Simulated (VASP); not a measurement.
Crystal: TaAs3.

```
Ta As
1.0
     4.85854    0.00000    0.00000
     0.00000    6.04352    0.00000
     0.00000    0.00000    5.11270
Ta As
2 6
Direct
  0.00000 0.00000 0.67000
  0.50000 0.50000 0.33000
  0.00000 0.25000 0.16700
  0.00000 0.75000 0.16700
  0.50000 0.75000 0.83300
  0.50000 0.25000 0.83300
  0.50000 0.00000 0.33000
  0.00000 0.50000 0.67000
```

| Quantity | Value |
| --- | --- |
| Program | VASP 6.6.1 |
| Task | relaxation of cell and atoms |
| Functional | PBE |
| Potentials or basis | VASP PAW PBE potentials, release 64 (Ta_pv, As) |
| Cutoff | 600 eV |
| k mesh | 4 × 4 × 4 |
| Occupations | gaussian, width 0.1 eV |
| Spin | no spin polarisation |

At the start: pressure -6.0 GPa; volume 18.77 Å³/atom.

Task: Where does the relaxation end?

Result: Over 39 steps the energy falls by 235.4 meV/atom and the volume is 18.72 Å³/atom (-0.2 %); space group Pmmn (No. 59, to 0.05 Å).

The path:
```
step  energy change (eV)  largest force (eV/Å)  pressure (GPa)  volume (Å³)
   1              0.0000                1.4668           -6.04       150.12
   2             -0.3581                1.1068            6.43       135.24
   3             -0.3925                1.2192            3.11       138.35
   4             -0.6594                0.7196            2.46       139.62
   5             -0.7402                0.4345            2.66       140.65
   6             -0.7817                0.2905           -3.29       147.69
   7             -0.8065                0.2889           -1.17       144.93
   8             -0.8363                0.1893           -0.23       143.79
   9             -0.8404                0.1714            0.31       143.19
  10             -0.8728                0.2104            0.58       143.05
  11             -1.0050                0.4391            1.78       142.54
  12             -1.1575                0.5197            5.79       141.14
  13             -1.1663                0.4415            4.81       141.44
  14             -1.1752                0.4369            4.76       141.62
  15             -1.1980                0.4284            4.61       142.13
  16             -1.2259                0.6144            4.39       143.14
  17             -1.2279                1.0671            4.28       145.09
  18             -1.2744                1.0111            3.30       146.40
  19             -1.3858                0.8920            0.51       150.33
  20             -1.4381                0.7216           -4.14       158.25
  21             -1.4511                0.7764           -2.77       155.68
  22             -1.5312                0.6913           -2.79       155.92
  23             -1.6496                0.6436           -2.66       156.36
  24             -1.6664                0.7113           -2.49       156.50
  25             -1.7510                0.6191           -1.01       153.81
  26             -1.8054                0.4645            1.71       149.61
  27             -1.8554                0.2121            0.35       150.53
  28             -1.8631                0.1265           -0.43       151.12
  29             -1.8631                0.1258           -0.39       151.08
  30             -1.8689                0.1127           -0.14       150.59
  31             -1.8729                0.0915            0.30       149.77
  32             -1.8750                0.0618           -0.09       150.18
  33             -1.8753                0.0765           -0.36       150.50
  34             -1.8769                0.0873           -0.30       150.37
  35             -1.8795                0.1199           -0.03       149.99
  36             -1.8797                0.1315            0.07       149.86
  37             -1.8822                0.0918            0.09       149.82
  38             -1.8834                0.0409            0.13       149.78
  39             -1.8834                0.0356            0.13       149.77
```

Final structure:
```cif
data_structure
_symmetry_space_group_name_H-M 'P 1'
_symmetry_Int_Tables_number 1
_cell_length_a 4.4638
_cell_length_b 5.1814
_cell_length_c 6.4756
_cell_angle_alpha 90.000
_cell_angle_beta 90.000
_cell_angle_gamma 90.000
_cell_volume 149.77
loop_
_atom_site_label
_atom_site_type_symbol
_atom_site_fract_x
_atom_site_fract_y
_atom_site_fract_z
_atom_site_occupancy
Ta1 Ta 0.00000 0.00000 0.73626 1
Ta2 Ta 0.50000 0.50000 0.26374 1
As1 As 0.00000 0.24456 0.13297 1
As2 As 0.00000 0.75544 0.13297 1
As3 As 0.50000 0.74456 0.86703 1
As4 As 0.50000 0.25544 0.86703 1
As5 As 0.50000 0.00000 0.44831 1
As6 As 0.00000 0.50000 0.55169 1
```
